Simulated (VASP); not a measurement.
# PbSe (P6_3/mmc) in VASP: single point with PBE

Aim: the single point of PbSe with PBE.

All numbers are computed with VASP 6.6.1; they aren't measurements. Logs are shortened: lines on timing, memory, paths and dates and some standing lists are left out, and cuts for length are marked.

## Step 1: The cell of the first run

Symmetry: P6_3/mmc, No. 194, hexagonal system. The conventional cell has a = 4.307 Å, b = 4.307 Å, c = 7.588 Å, α = 90.00°, β = 90.00°, γ = 120.00°. Within 4.1 Å of Pb (site symmetry -3m) lie 6 Se at 3.13 Å and 2 Pb at 3.79 Å. Se (site symmetry -6m2) has 6 Pb at 3.13 Å within 4.1 Å.

## Step 2: Single point, PBE

The input, POSCAR:

```
PbSe
1.0
    4.3070637475      0.0000000000      0.0000000000
   -2.1535318737      3.7300266210      0.0000000000
    0.0000000000      0.0000000000      7.5880828838
Pb Se
2 2
Direct
    0.0000000000      0.0000000000      0.0000000000
    0.0000000000      0.0000000000      0.5000000000
    0.3333333333      0.6666666667      0.2500000000
    0.6666666667      0.3333333333      0.7500000000
```

The input, INCAR.step1:

```
PREC = Accurate
ENCUT = 520
EDIFF = 1E-7
ISMEAR = 0
SIGMA = 0.05
LREAL = F
LASPH = T
NELM = 60
ALGO = Normal
ISIF = 2
LWAVE = F
LCHARG = T
GGA = PE
NBANDS = 28
```

The input, KPOINTS.step1:

```
regular mesh
0
Gamma
  8 8 6
```

The input, INCAR.step2:

```
PREC = Accurate
ENCUT = 520
EDIFF = 1E-7
ISMEAR = -5
SIGMA = 0.05
LREAL = F
LASPH = T
NELM = 60
ALGO = Normal
ISIF = 2
LWAVE = F
LCHARG = F
GGA = PE
LORBIT = 11
NEDOS = 2001
ICHARG = 11
```

The input, KPOINTS.step2:

```
regular mesh
0
Gamma
  12 12 9
```

Potentials or basis: VASP PAW PBE potentials, release 64 (Pb_d, Se).

Launch:

```sh
> cat potpaw_PBE.64/Pb_d/POTCAR potpaw_PBE.64/Se/POTCAR > POTCAR
> cp INCAR.step1 INCAR
> cp KPOINTS.step1 KPOINTS
> mpirun -np 1 vasp_std > vasp.out
> cp INCAR.step2 INCAR
> cp KPOINTS.step2 KPOINTS
> mpirun -np 1 vasp_std > vasp.out
```

OUTCAR:

```text
PREC = Accurate
   ENCUT = 520
   EDIFF = 1E-7
   ISMEAR = -5
   LREAL = F
   LASPH = T
   NELM = 60
   ISIF = 2
   GGA = PE
   LORBIT = 11
   ICHARG = 11

 ion  position               nearest neighbor table
   1  0.000  0.000  0.000-   3 3.13   4 3.13   3 3.13   4 3.13   4 3.13   3 3.13   2 3.79   2 3.79

   2  0.000  0.000  0.500-   3 3.13   4 3.13   3 3.13   4 3.13   4 3.13   3 3.13   1 3.79   1 3.79

   3  0.333  0.667  0.250-   1 3.13   2 3.13   1 3.13   2 3.13   1 3.13   2 3.13
   4  0.667  0.333  0.750-   1 3.13   2 3.13   1 3.13   2 3.13   1 3.13   2 3.13

  LATTYP: Found a hexagonal cell.
 ALAT       =     4.3070637475
 C/A-ratio  =     1.7617763118

  Lattice vectors:

 A1 = (   4.3070637475,   0.0000000000,   0.0000000000)
 A2 = (  -2.1535318737,   3.7300266210,   0.0000000000)
 A3 = (   0.0000000000,   0.0000000000,   7.5880828838)

Analysis of symmetry for initial positions (statically):
=====================================================================
 Subroutine PRICEL returns:
 Original cell was already a primitive cell.

 Routine SETGRP: Setting up the symmetry group for a
 hexagonal supercell.

 Subroutine GETGRP returns: Found 24 space group operations
 (whereof 12 operations were pure point group operations)
 out of a pool of 24 trial point group operations.

The static configuration has the point symmetry D_3d.
 The point group associated with its full space group is D_6h.

Analysis of symmetry for dynamics (positions and initial velocities):
=====================================================================
 Subroutine PRICEL returns:
 Original cell was already a primitive cell.

 Routine SETGRP: Setting up the symmetry group for a
 hexagonal supercell.

 Subroutine GETGRP returns: Found 24 space group operations
 (whereof 12 operations were pure point group operations)
 out of a pool of 24 trial point group operations.

The dynamic configuration has the point symmetry D_3d.
 The point group associated with its full space group is D_6h.

 Subroutine INISYM returns: Found 24 space group operations
 (whereof 12 operations are pure point group operations),
 and found     1 'primitive' translations

----------------------------------------------------------------------------------------

                                     Primitive cell

  volume of cell :     121.9061

  direct lattice vectors                    reciprocal lattice vectors
     4.307063747  0.000000000  0.000000000     0.232176735  0.134047301  0.000000000
    -2.153531874  3.730026621  0.000000000     0.000000000  0.268094601  0.000000000
     0.000000000  0.000000000  7.588082884     0.000000000  0.000000000  0.131785593

  length of vectors
     4.307063747  4.307063747  7.588082884     0.268094601  0.268094601  0.131785593

  position of ions in fractional coordinates (direct lattice)
     0.000000000  0.000000000  0.000000000
     0.000000000  0.000000000  0.500000000
     0.333333333  0.666666667  0.250000000
     0.666666667  0.333333333  0.750000000

  ion indices of the primitive-cell ions
   primitive index   ion index
                 1           1
                 2           2
                 3           3
                 4           4

----------------------------------------------------------------------------------------

 KPOINTS: regular mesh

Automatic generation of k-mesh.
 Grid dimensions read from file:
 generate k-points for:   12   12    9

 Generating k-lattice:

  Cartesian coordinates                     Fractional coordinates (reciprocal lattice)
     0.019348061  0.011170608  0.000000000     0.083333333  0.000000000  0.000000000
     0.000000000  0.022341217  0.000000000     0.000000000  0.083333333  0.000000000
     0.000000000  0.000000000  0.014642844     0.000000000  0.000000000  0.111111111

  Length of vectors
     0.022341217  0.022341217  0.014642844

  Shift w.r.t. Gamma in fractional coordinates (k-lattice)
     0.000000000  0.000000000  0.000000000

 TETIRR: Found   1248 inequivalent tetrahedra from     7776

 Subroutine IBZKPT returns following result:
 ===========================================

 Found     95 irreducible k-points:

 Following reciprocal coordinates:
            Coordinates               Weight
  0.000000  0.000000  0.000000      1.000000
  0.083333  0.000000  0.000000      6.000000
  0.166667  0.000000  0.000000      6.000000
  0.250000 -0.000000  0.000000      6.000000
  0.333333 -0.000000  0.000000      6.000000
  0.416667 -0.000000  0.000000      6.000000
[... 16 lines left out ...]
  0.250000 -0.000000  0.111111     12.000000
  0.333333 -0.000000  0.111111     12.000000
 [... further k-points ...]
   k-points           NKPTS =     95   k-points in BZ     NKDIM =     95   number of bands    NBANDS=     24
   number of dos      NEDOS =   2001   number of ions     NIONS =      4
   total plane-waves  NPLWV =  57344
   dimension x,y,z NGX =    32 NGY =   32 NGZ =   56
   dimension x,y,z NGXF=    64 NGYF=   64 NGZF=  112
   ions per type =               2   2
   NGX,Y,Z   is equivalent  to a cutoff of  12.35, 12.35, 12.27 a.u.
   NGXF,Y,Z  is equivalent  to a cutoff of  24.70, 24.70, 24.54 a.u.
 SYSTEM =  unknown system
   PREC   = accura    normal or accurate (medium, high low for compatibility)
   ISTART =      0    job   : 0-new  1-cont  2-samecut
   ICHARG =     11    charge: 1-file 2-atom 10-const
   ISPIN  =      1    spin polarized calculation?
   LNONCOLLINEAR =      F non collinear calculations
   LSORBIT =      F    spin-orbit coupling
   LASPH  =      T    aspherical Exc in radial PAW
   ENCUT  =  520.0 eV  38.22 Ry    6.18 a.u.   8.01  8.01 14.11*2*pi/ulx,y,z
   NELM   =     60;   NELMIN=  2; NELMDL=  0     # of ELM steps
   EDIFF  = 0.1E-06   stopping-criterion for ELM
   LREAL  =      F    real-space projection
   EDIFFG = 0.1E-05   stopping-criterion for IOM
   NSW    =      0    number of steps for IOM
   IBRION =     -1    ionic relax: 0-MD 1-quasi-New 2-CG
   NFREE  =      0    steps in history (QN), initial steepest desc. (CG)
   ISIF   =      2    stress and relaxation
   ISYM   =      2    0-nonsym 1-usesym 2-fastsym
   POTIM  = 0.5000    time-step for ionic-motion
   TEBEG  =    0.0;   TEEND  =   0.0 temperature during run
   PSTRESS=    0.0 pullay stress
   NELECT =      40.0000    total number of electrons
   NUPDOWN=      -1.0000    fix difference up-down
   EMIN   =  10.00;   EMAX   =-10.00  energy-range for DOS
   EFERMI =   0.00;   METHOD = LEGACY
   ISMEAR =    -5;   SIGMA  =   0.05  broadening in eV -4-tet -1-fermi 0-gaus
   EFERMI_NEDOS =   21; number of points for ismear=-14 and -15
   IALGO  =     38    algorithm
   IMIX   =      4    mixing-type and parameters
     AMIX     =   0.40;   BMIX     =  1.00
     AMIX_MAG =   1.60;   BMIX_MAG =  1.00
  volume/ion in A,a.u.               =      30.48       205.67
  Fermi-wavevector in a.u.,A,eV,Ry     =   1.129154  2.133791 17.347266  1.274988
  Thomas-Fermi vector in A             =   2.265846
   LORBIT       =     11    0 simple, 1 ext, 2 COOP (PROOUT), +10 PAW based schemes
   GGA     = PE    functional components
   LHFCALC =     F    Hartree Fock is set to
   AEXX    =    0.0000 exact exchange contribution
   IVDW    =     0    specifies the selected vdW correction
   LEPSILON=     F    determine dielectric tensor
   LRPA    =     F    only Hartree local field effects (RPA)
 non-spin polarized calculation
 Fermi weights with tetrahedron method with Bloechl corrections
  energy-cutoff  :      520.00
  volume of cell :      121.91
 maximum number of plane-waves:      3318

 number of electron      39.9999999 magnetization

 Free energy of the ion-electron system (eV)
  ---------------------------------------------------
  ext. energy  EPLUGINS =         0.00000000
  ---------------------------------------------------
  free energy    TOTEN  =       -16.20326761 eV

  energy without entropy =      -16.20326761  energy(sigma->0) =      -16.20326761

 E-fermi :   4.6636     XC(G=0):  -9.2345

 val. band max:        4.6597393945   @ k =   0.3333   0.3333   0.0000
 cond. band min:       4.7453554101   @ k =   0.5000  -0.0000   0.0000
 fundamental gap:      0.0856160156
 Fermi energy:         4.6636097644

 k-point     1 :       0.0000    0.0000    0.0000
  band No.  band energies     occupation
      1     -12.5090      2.00000
      2     -12.4695      2.00000
      3     -12.4695      2.00000
      4     -12.4557      2.00000
      5     -12.4557      2.00000
      6     -12.4454      2.00000
[... 16 lines left out ...]
     23       7.5294      0.00000
     24       7.6056      0.00000

 k-point     2 :       0.0833    0.0000    0.0000
  band No.  band energies     occupation
      1     -12.5079      2.00000
      2     -12.4735      2.00000
      3     -12.4677      2.00000
      4     -12.4562      2.00000
      5     -12.4533      2.00000
      6     -12.4473      2.00000
[... 16 lines left out ...]
     23       7.4716      0.00000
     24       7.6808      0.00000

 k-point     3 :       0.1667    0.0000    0.0000
  band No.  band energies     occupation
      1     -12.5051      2.00000
      2     -12.4856      2.00000
      3     -12.4635      2.00000
      4     -12.4580      2.00000
      5     -12.4507      2.00000
      6     -12.4470      2.00000
[... 16 lines left out ...]
     23       7.1518      0.00000
     24       7.9388      0.00000

 k-point     4 :       0.2500   -0.0000    0.0000
  band No.  band energies     occupation
      1     -12.5065      2.00000
      2     -12.4987      2.00000
      3     -12.4608      2.00000
      4     -12.4607      2.00000
      5     -12.4533      2.00000
      6     -12.4387      2.00000
[... 16 lines left out ...]
     23       7.4087      0.00000
     24       7.7136      0.00000

 k-point     5 :       0.3333   -0.0000    0.0000
  band No.  band energies     occupation
      1     -12.5238      2.00000
      2     -12.4967      2.00000
      3     -12.4641      2.00000
      4     -12.4604      2.00000
      5     -12.4547      2.00000
      6     -12.4312      2.00000
[... 16 lines left out ...]
     23       7.4113      0.00000
     24       7.8789      0.00000

 k-point     6 :       0.4167   -0.0000    0.0000
  band No.  band energies     occupation
      1     -12.5373      2.00000
      2     -12.4948      2.00000
      3     -12.4667      2.00000
      4     -12.4611      2.00000
      5     -12.4552      2.00000
      6     -12.4249      2.00000
[... 16 lines left out ...]
     23       7.1965      0.00000
     24       8.2095      0.00000
[... 379 lines left out ...]
 k-point    21 :       0.0833    0.0000    0.1111
  band No.  band energies     occupation
      1     -12.5043      2.00000
      2     -12.4726      2.00000
      3     -12.4670      2.00000
      4     -12.4566      2.00000
      5     -12.4536      2.00000
      6     -12.4464      2.00000
[... 16 lines left out ...]
     23       7.4684      0.00000
     24       7.6731      0.00000

 k-point    22 :       0.1667    0.0000    0.1111
  band No.  band energies     occupation
      1     -12.5015      2.00000
      2     -12.4842      2.00000
      3     -12.4626      2.00000
      4     -12.4585      2.00000
      5     -12.4500      2.00000
      6     -12.4473      2.00000
[... 16 lines left out ...]
     23       7.1865      0.00000
     24       7.9433      0.00000

 k-point    23 :       0.2500   -0.0000    0.1111
  band No.  band energies     occupation
      1     -12.5043      2.00000
      2     -12.4954      2.00000
      3     -12.4616      2.00000
      4     -12.4595      2.00000
      5     -12.4527      2.00000
      6     -12.4387      2.00000
[... 16 lines left out ...]
     23       7.3836      0.00000
     24       7.7456      0.00000

 k-point    24 :       0.3333   -0.0000    0.1111
  band No.  band energies     occupation
      1     -12.5215      2.00000
      2     -12.4931      2.00000
      3     -12.4651      2.00000
      4     -12.4591      2.00000
      5     -12.4540      2.00000
      6     -12.4310      2.00000
[... 16 lines left out ...]
     23       7.3540      0.00000
     24       7.9111      0.00000

 [... further k-points ...]

------------------------ aborting loop because EDIFF is reached ----------------------------------------

  FORCE on cell =-STRESS in cart. coord.  units (eV):
  Direction    XX          YY          ZZ          XY          YZ          ZX
  --------------------------------------------------------------------------------------
  -------------------------------------------------------------------------------------
  Total       -0.0051413     -0.0051413      0.0333316     -0.0000000     -0.0000000      0.0000000
  in kB       -0.0675703     -0.0675703      0.4380677     -0.0000000     -0.0000000      0.0000000
  external PRESSURE =       0.1009757 kB  Pullay stress =       0.0000000 kB

 VOLUME and BASIS-vectors are now :
 -----------------------------------------------------------------------------
  energy-cutoff  :      520.00
  volume of cell :      121.91
      direct lattice vectors                 reciprocal lattice vectors
     4.307063747  0.000000000  0.000000000     0.232176735  0.134047301  0.000000000
    -2.153531874  3.730026621  0.000000000     0.000000000  0.268094601  0.000000000
     0.000000000  0.000000000  7.588082884     0.000000000  0.000000000  0.131785593

 POSITION                                       TOTAL-FORCE (eV/Angst)
 -----------------------------------------------------------------------------------
      0.00000      0.00000      0.00000        -0.000000      0.000000      0.000000
      0.00000      0.00000      3.79404         0.000000      0.000000      0.000000
     -0.00000      2.48668      1.89702         0.000000     -0.000000     -0.000000
      2.15353      1.24334      5.69106        -0.000000      0.000000     -0.000000
 -----------------------------------------------------------------------------------
    total drift:                                0.000000     -0.000000      0.000000

  FREE ENERGIE OF THE ION-ELECTRON SYSTEM (eV)
  ---------------------------------------------------
  free  energy   TOTEN  =       -16.2032676086 eV

  energy  without entropy=      -16.2032676086  energy(sigma->0) =      -16.20326761

 total charge

# of ion       s       p       d       tot
------------------------------------------
    1        1.481   0.510   9.836  11.827
    2        1.481   0.510   9.836  11.827
    3        1.467   2.315   0.013   3.795
    4        1.467   2.315   0.013   3.795
--------------------------------------------------
tot          5.896   5.649  19.699  31.244
```

Run time: 2.3 min. Hardware: 1 thread of AMD EPYC 9R45 (Zen 5), shared host; peak memory 0.36 GiB.

Results:

* Valence electrons inside the program's atomic spheres: Pb 11.83; Se 3.79

Caveat: spin-orbit coupling is left out, which moves the levels of the heavy elements.
